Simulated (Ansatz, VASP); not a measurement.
## MnO2: VASP beside Ansatz

```
CELL_PARAMETERS angstrom
2.85658 0.00000 0.00000
-1.42829 2.47387 0.00000
0.00000 0.00000 4.60137
ATOMIC_POSITIONS crystal
Mn 0.00000 0.00000 0.50000
O 0.33333 0.66667 0.70629
O 0.66667 0.33333 0.29371
```

Alike in both runs: task relaxation of cell and atoms; functional RPBE; dispersion D4; k mesh 11 × 11 × 6; occupations fermi-dirac, width 0.05 eV; collinear spin.

|  | VASP | Ansatz |
| --- | --- | --- |
| version | VASP 6.6.1 | Ansatz 0.2.0 |
| potentials or method | VASP PAW PBE potentials, release 64 (Mn_pv, O) | Ansatz PAW |
| plane-wave cutoff (eV) | 600 | 420 |
| valence electrons in the cell | 25 | 27 |

VASP gave:

```
gap on the k mesh at the Fermi level, each at its own relaxed structure (eV) : 0.96
net moment per atom (μB)                                                     : 1.00
size of the moment on the site where the two differ most (μB)                : 2.88
relaxed volume (Å³/atom)                                                     : 10.52
relaxed cell length with the largest relative difference (Å)                 : 4.404
```

Problem. Which values does Ansatz return?

Solution. gap on the k mesh at the Fermi level, each at its own relaxed structure (eV): 1.00; net moment per atom (μB): 1.00; size of the moment on the site where the two differ most (μB): 2.53; relaxed volume (Å³/atom): 10.61; relaxed cell length with the largest relative difference (Å): 4.454.

VASP's potentials were made for PBE, not for RPBE. Site moments also hang on the region over which each program counts them. VASP's potentials hold 25 valence electrons a cell and Ansatz's 27, so a difference there can come from the potentials and not from the codes.

Noted on Ansatz's run: odd divisions of the mesh miss points on the zone boundary, where band edges often lie, so the gap on the mesh can be too wide; the plane-wave basis is chosen anew once the cell has moved, so the energies of steps on either side of that aren't comparable.
